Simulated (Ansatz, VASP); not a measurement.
Two plane-wave programs on C

```
CELL_PARAMETERS angstrom
0.00000 1.76572 1.76572
1.76572 0.00000 1.76572
1.76572 1.76572 0.00000
ATOMIC_POSITIONS crystal
C 0.00000 0.00000 0.00000
C 0.25000 0.25000 0.25000
```

Alike in both runs: functional LDA; k mesh 12 × 12 × 12; occupations gaussian, width 0.02 eV; no spin polarisation.

Ansatz relaxed the structure, and its values are those at the end. VASP's run is a single point on that final structure, the one shown.

```csv
,VASP,Ansatz
version,VASP 6.6.1,Ansatz 0.2.0
potentials or method,"VASP PAW LDA potentials, release 64 (C), cutoff 600 eV","scalar-relativistic, plane waves, PAW"
valence electrons in the cell,8,8
```

Ansatz gave:

- gap on the k mesh at the Fermi level (eV): 4.20
- least direct gap on the mesh (eV): 5.62
- pressure (GPa): 0.0

**Question.** Estimate VASP's values.

**Answer.** gap on the k mesh at the Fermi level (eV): 4.20; least direct gap on the mesh (eV): 5.63; pressure (GPa): 0.9.

Ansatz warns that its potentials were made for another functional, while VASP's fit it. LDA's correlation is that of Perdew and Zunger in VASP and of Perdew and Wang (1992) in Ansatz.
